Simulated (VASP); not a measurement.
# MgH2 (Fm-3m) in VASP: further runs, part 2 of 2

VASP 6.6.1. The steps go on from the part before.

### Step 3. Relaxation of cell and atoms, r2SCAN, target pressure 5 GPa, at which the enthalpy is minimised

Input file POSCAR:

```
MgH2
1.0
    0.0000000000      2.3810670000      2.3810670000
    2.3810670000      0.0000000000      2.3810670000
    2.3810670000      2.3810670000      0.0000000000
Mg H
1 2
Direct
    0.0000000000      0.0000000000      0.0000000000
    0.7500000000      0.7500000000      0.7500000000
    0.2500000000      0.2500000000      0.2500000000
```

Input file INCAR.step1:

```
SYSTEM = MgH2
ALGO = Normal
EDIFF = 1E-4
ENCUT = 600
GGA = PE
ISMEAR = -1
LASPH = .True.
LCHARG = .False.
LREAL = .False.
LWAVE = .True.
NELM = 80
PREC = Accurate
SIGMA = 0.1
```

Input file INCAR.step2:

```
SYSTEM = MgH2
ALGO = Normal
EDIFF = 1E-7
EDIFFG = -0.03
ENCUT = 600
IBRION = 2
ISIF = 3
ISMEAR = -1
ISTART = 1
LASPH = .True.
LCHARG = .False.
LMIXTAU = .True.
LREAL = .False.
LWAVE = .False.
METAGGA = R2SCAN
NELM = 80
NSW = 80
PREC = Accurate
PSTRESS = 50.0
SIGMA = 0.1
```

Input file KPOINTS:

```
k-points
0
Gamma
  6 6 6
  0 0 0
```

Potentials or basis: VASP PAW PBE potentials, release 64 (Mg, H).

On the command line:

```
cat potpaw_PBE.64/Mg/POTCAR potpaw_PBE.64/H/POTCAR > POTCAR
cp INCAR.step1 INCAR
mpirun -np 1 vasp_std > vasp.out
cp INCAR.step2 INCAR
mpirun -np 1 vasp_std > vasp.out
```

OUTCAR:

```text
SYSTEM = MgH2
   EDIFF = 1E-7
   EDIFFG = -0.03
   ENCUT = 600
   IBRION = 2
   ISIF = 3
   ISMEAR = -1
   ISTART = 1
   LASPH = .True.
   LREAL = .False.
   METAGGA = R2SCAN
   NELM = 80
   NSW = 80
   PREC = Accurate
   PSTRESS = 50.0

 ion  position               nearest neighbor table
   1  0.000  0.000  0.000-   2 2.06   2 2.06   2 2.06   2 2.06   3 2.06   3 2.06   3 2.06   3 2.06

   2  0.750  0.750  0.750-   1 2.06   1 2.06   1 2.06   1 2.06
   3  0.250  0.250  0.250-   1 2.06   1 2.06   1 2.06   1 2.06

  LATTYP: Found a face centered cubic cell.
 ALAT       =     4.7621340000

  Lattice vectors:

 A1 = (   0.0000000000,   2.3810670000,   2.3810670000)
 A2 = (   2.3810670000,   0.0000000000,   2.3810670000)
 A3 = (   2.3810670000,   2.3810670000,   0.0000000000)

Analysis of symmetry for initial positions (statically):
=====================================================================
 Subroutine PRICEL returns:
 Original cell was already a primitive cell.

 Routine SETGRP: Setting up the symmetry group for a
 face centered cubic supercell.

 Subroutine GETGRP returns: Found 48 space group operations
 (whereof 48 operations were pure point group operations)
 out of a pool of 48 trial point group operations.

The static configuration has the point symmetry O_h .

Analysis of symmetry for dynamics (positions and initial velocities):
=====================================================================
 Subroutine PRICEL returns:
 Original cell was already a primitive cell.

 Routine SETGRP: Setting up the symmetry group for a
 face centered cubic supercell.

 Subroutine GETGRP returns: Found 48 space group operations
 (whereof 48 operations were pure point group operations)
 out of a pool of 48 trial point group operations.

The dynamic configuration has the point symmetry O_h .

 Subroutine INISYM returns: Found 48 space group operations
[... 92 lines left out ...]
   EDIFFG = -.3E-01   stopping-criterion for IOM
   NSW    =     80    number of steps for IOM
   IBRION =      2    ionic relax: 0-MD 1-quasi-New 2-CG
   NFREE  =      1    steps in history (QN), initial steepest desc. (CG)
   ISIF   =      3    stress and relaxation
   ISYM   =      2    0-nonsym 1-usesym 2-fastsym
   POTIM  = 0.5000    time-step for ionic-motion
   TEBEG  =    0.0;   TEEND  =   0.0 temperature during run
   PSTRESS=   50.0 pullay stress
   NELECT =       4.0000    total number of electrons
   NUPDOWN=      -1.0000    fix difference up-down
   EMIN   =  10.00;   EMAX   =-10.00  energy-range for DOS
   EFERMI =   0.00;   METHOD = LEGACY
   ISMEAR =    -1;   SIGMA  =   0.10  broadening in eV -4-tet -1-fermi 0-gaus
   EFERMI_NEDOS =   21; number of points for ismear=-14 and -15
   IALGO  =     38    algorithm
   IMIX   =      4    mixing-type and parameters
     AMIX     =   0.40;   BMIX     =  1.00
     AMIX_MAG =   1.60;   BMIX_MAG =  1.00
  volume/ion in A,a.u.               =       9.00        60.73
  Fermi-wavevector in a.u.,A,eV,Ry     =   0.866257  1.636988 10.209818  0.750400
  Thomas-Fermi vector in A             =   1.984619
   LORBIT       =      0    0 simple, 1 ext, 2 COOP (PROOUT), +10 PAW based schemes
   METAGGA = R2SCAN    functional components
   LHFCALC =     F    Hartree Fock is set to
   AEXX    =    0.0000 exact exchange contribution
   IVDW    =     0    specifies the selected vdW correction
   LEPSILON=     F    determine dielectric tensor
   LRPA    =     F    only Hartree local field effects (RPA)
 conjugate gradient relaxation of ions
 non-spin polarized calculation
  energy-cutoff  :      600.00
  volume of cell :       27.00
 maximum number of plane-waves:       934
   NGX = 13   NGY = 13   NGZ = 13

--------------------------------------- Ionic step        1  -------------------------------------------

 number of electron       4.0000000 magnetization

 Free energy of the ion-electron system (eV)
  ---------------------------------------------------
  ext. energy  EPLUGINS =         0.00000000
  ---------------------------------------------------
  free energy    TOTEN  =       -11.52619855 eV

  energy without entropy =      -11.52183573  energy(sigma->0) =      -11.52401714

------------------------ aborting loop because EDIFF is reached ----------------------------------------

  FORCE on cell =-STRESS in cart. coord.  units (eV):
  Direction    XX          YY          ZZ          XY          YZ          ZX
  --------------------------------------------------------------------------------------
  -------------------------------------------------------------------------------------
  Total       -0.2957588     -0.2957588     -0.2957588     -0.0000000      0.0000000     -0.0000000
  in kB      -17.5510645    -17.5510645    -17.5510645     -0.0000000      0.0000000     -0.0000000
  external PRESSURE =     -67.5510645 kB  Pullay stress =      50.0000000 kB
[... 65 lines left out ...]
--------------------------------------- Ionic step        3  -------------------------------------------

 number of electron       3.9999999 magnetization

 Free energy of the ion-electron system (eV)
  ---------------------------------------------------
  ext. energy  EPLUGINS =         0.00000000
  ---------------------------------------------------
  free energy    TOTEN  =       -11.50783670 eV

  energy without entropy =      -11.50253714  energy(sigma->0) =      -11.50518692

 E-fermi :   3.4572     XC(G=0):  -9.6149

 val. band max:        3.3806642621   @ k =   0.5000   0.5000   0.0000
 cond. band min:       4.1137837646   @ k =  -0.3333   0.5000   0.1667
 fundamental gap:      0.7331195025
 Fermi energy:         3.4571895017

 k-point     1 :       0.0000    0.0000    0.0000
  band No.  band energies     occupation
      1      -7.5000      2.00000
      2       4.5119      0.00005
      3      13.5967      0.00000
      4      13.5967      0.00000
      5      13.5967      0.00000
      6      17.2912      0.00000
[... 167 lines left out ...]
  energy  without entropy=      -11.5025371446  energy(sigma->0) =      -11.50518692

  enthalpy is  TOTEN    =       -10.7402751307 eV   P V=        0.7675615707

 reached required accuracy - stopping structural energy minimisation
```

OUTCAR.step1:

```text
SYSTEM = MgH2
   EDIFF = 1E-4
   ENCUT = 600
   GGA = PE
   ISMEAR = -1
   LASPH = .True.
   LREAL = .False.
   NELM = 80
[... 355 lines left out ...]
      0.00000      0.00000      0.00000        -0.000000     -0.000000     -0.000000
      3.57160      3.57160      3.57160        -0.000000     -0.000000      0.000000
      1.19053      1.19053      1.19053         0.000000      0.000000      0.000000
 -----------------------------------------------------------------------------------
    total drift:                                0.000000      0.000000      0.000000

  FREE ENERGIE OF THE ION-ELECTRON SYSTEM (eV)
  ---------------------------------------------------
  free  energy   TOTEN  =        -8.4993495567 eV

  energy  without entropy=       -8.4921851507  energy(sigma->0) =       -8.49576735
```

OSZICAR.step1:

```text
N       E                     dE             d eps       ncg     rms          rms(c)
DAV:   1    -0.116080018731E+01   -0.11608E+01   -0.17965E+03   204   0.567E+02
DAV:   2    -0.894729767776E+01   -0.77865E+01   -0.74269E+01   216   0.546E+01
DAV:   3    -0.917194509825E+01   -0.22465E+00   -0.22444E+00   276   0.117E+01
DAV:   4    -0.917234918495E+01   -0.40409E-03   -0.40409E-03   246   0.439E-01
DAV:   5    -0.917235129029E+01   -0.21053E-05   -0.21054E-05   258   0.255E-02    0.465E+00
DAV:   6    -0.867336723685E+01    0.49898E+00   -0.36090E-01   192   0.341E+00    0.239E+00
DAV:   7    -0.849592122926E+01    0.17745E+00   -0.50806E-01   204   0.439E+00    0.399E-01
DAV:   8    -0.850023665663E+01   -0.43154E-02   -0.12416E-02   216   0.716E-01    0.181E-01
DAV:   9    -0.849932427823E+01    0.91238E-03   -0.20966E-03   228   0.268E-01    0.158E-02
DAV:  10    -0.849934955675E+01   -0.25279E-04   -0.74172E-05   126   0.694E-02
   1 F= -.84993496E+01 E0= -.84957674E+01  d E =-.716441E-02
```

Run time: 29 s. Hardware: 1 thread of Intel Xeon 6975P-C (Granite Rapids), shared host; peak memory 0.17 GiB.

What came out:

- Free energy: -11.5078 eV
- Relaxed volume: 8.20 Å³/atom
- Relaxed cell: a = 3.264 Å, b = 3.264 Å, c = 3.264 Å, α = 60.00°, β = 60.00°, γ = 60.00°
- Space group after relaxing (to 0.05 Å): Fm-3m (No. 225)
- Energy change on relaxing (the enthalpy is what falls): +6.1 meV/atom
- Ionic steps: 3
- Pressure after relaxing: 4.7 GPa
- Band gap on the k mesh: zero (band 2 reaches 4.51 eV, above the bottom of band 3 at 3.38 eV)

Step by step:
```
step  energy change (eV)  largest force (eV/Å)  pressure (GPa)  volume (Å³)
   1              0.0000                0.0000           -1.76        27.00
   2             -0.0005                0.0000            1.81        25.54
   3              0.0184                0.0000            4.66        24.60
```

Final structure:
```xyz
3
Lattice="0.0000 2.3082 2.3082 2.3082 0.0000 2.3082 2.3082 2.3082 0.0000" Properties=species:S:1:pos:R:3 pbc="T T T"
Mg    0.0000    0.0000    0.0000
H     3.4623    3.4623    3.4623
H     1.1541    1.1541    1.1541
```

Caveat: the k points lie up to 0.39 Å⁻¹ apart in the final cell; the cell is relaxed towards a set pressure, so the enthalpy falls and the energy may rise; the PAW data sets were made with another functional, which shifts forces and pressure a little.

### Step 4. Relaxation of cell and atoms, r2SCAN, target pressure 10 GPa, at which the enthalpy is minimised

POSCAR is that of step 3.

Input file INCAR.step1:

```
PREC     = Accurate       # precision mode
ENCUT    = 600            # plane-wave cutoff, eV
ISMEAR   = -1             # smearing method
SIGMA    = 0.1            # smearing width, eV
LREAL    = False          # projectors in reciprocal space
LASPH    = True           # aspherical terms in the spheres
NELM     = 60             # most SCF steps
GGA      = PE             # functional
ALGO     = Normal         # electronic algorithm
EDIFF    = 1E-4           # SCF threshold, eV
LWAVE    = True           # write WAVECAR
LCHARG   = False          # write CHGCAR
```

Input file INCAR.step2:

```
PREC     = Accurate       # precision mode
ENCUT    = 600            # plane-wave cutoff, eV
EDIFF    = 1E-6           # SCF threshold, eV
ISMEAR   = -1             # smearing method
SIGMA    = 0.1            # smearing width, eV
LREAL    = False          # projectors in reciprocal space
LASPH    = True           # aspherical terms in the spheres
NELM     = 60             # most SCF steps
ALGO     = Normal         # electronic algorithm
ISIF     = 3              # what is computed and relaxed
LWAVE    = False          # write WAVECAR
LCHARG   = False          # write CHGCAR
METAGGA  = R2SCAN         # meta-GGA
LMIXTAU  = True         
IBRION   = 2              # ionic algorithm
NSW      = 80             # ionic steps
EDIFFG   = -0.03          # ionic threshold
PSTRESS  = 100.0        
ISTART   = 1
```

Input file KPOINTS:

```
Automatic mesh
0
Gamma
  6 6 6
```

On the command line:

```
cat potpaw_PBE.64/Mg/POTCAR potpaw_PBE.64/H/POTCAR > POTCAR
cp INCAR.step1 INCAR
mpirun -np 1 vasp_std > vasp.out
cp INCAR.step2 INCAR
mpirun -np 1 vasp_std > vasp.out
```

It took 30 s on 1 thread of Intel Xeon 6975P-C (Granite Rapids), shared host; peak memory 0.17 GiB.

It converged, with:

| Item | Value |
| --- | --- |
| Free energy | -11.4426 eV |
| Relaxed volume | 7.72 Å³/atom |
| Relaxed cell | a = 3.199 Å, b = 3.199 Å, c = 3.199 Å, α = 60.00°, β = 60.00°, γ = 60.00° |
| Space group after relaxing (to 0.05 Å) | Fm-3m (No. 225) |
| Energy change on relaxing (the enthalpy is what falls) | +27.9 meV/atom |
| Ionic steps | 4 |
| Pressure after relaxing | 10.0 GPa |
| Band gap on the k mesh | zero (band 2 reaches 5.03 eV, above the bottom of band 3 at 3.72 eV) |

The path:
| step | energy change (eV) | largest force (eV/Å) | pressure (GPa) | volume (Å³) |
| --- | --- | --- | --- | --- |
| 1 | 0.0000 | 0.0000 | -1.75 | 27.00 |
| 2 | 0.0212 | 0.0000 | 4.96 | 24.50 |
| 3 | 0.0740 | 0.0000 | 9.37 | 23.31 |
| 4 | 0.0836 | 0.0000 | 10.01 | 23.15 |

Final structure:
```
CELL_PARAMETERS angstrom
0.00000 2.26199 2.26199
2.26199 0.00000 2.26199
2.26199 2.26199 0.00000
ATOMIC_POSITIONS crystal
Mg 0.00000 0.00000 0.00000
H 0.75000 0.75000 0.75000
H 0.25000 0.25000 0.25000
```

Levels at points of the mesh, in eV from the Fermi level:
| k point | band 1 | band 2 | band 3 | band 4 | band 5 | band 6 |
| --- | --- | --- | --- | --- | --- | --- |
| (0.00, 0.00, 0.00) | -11.40 | 1.18 | 10.38 | 10.38 | 10.38 | 14.46 |
| (0.50, 0.00, 0.00) | -6.51 | -6.49 | 7.85 | 9.41 | 10.12 | 10.12 |
| (0.50, 0.50, 0.00) | -6.61 | -2.81 | -0.13 | 5.59 | 5.59 | 9.96 |

Caveat: the k points lie up to 0.40 Å⁻¹ apart in the final cell; the cell is relaxed towards a set pressure, so the enthalpy falls and the energy may rise; the PAW data sets were made with another functional, which shifts forces and pressure a little.

### Step 5. Overview

| cell | gap on the mesh (eV) | pressure (GPa) |
| --- | --- | --- |
| relaxed to 2 GPa | none | 1.8 |
| relaxed to 5 GPa | none | 4.7 |
| relaxed to 10 GPa | none | 10.0 |

Alike in all rows: task relaxation of cell and atoms; level r2SCAN; potentials or basis VASP PAW PBE potentials, release 64 (Mg, H); no spin polarisation; k mesh 6 × 6 × 6; cutoff (eV) 600; smearing fermi-dirac 0.1 eV.

Caveats: all runs use coarse meshes; the cell is relaxed towards a set pressure, so the enthalpy falls and the energy may rise; the PAW data sets were made with another functional, which shifts forces and pressure a little.

Total energies depend on the potentials used, so only differences within one code and one set of settings carry meaning.
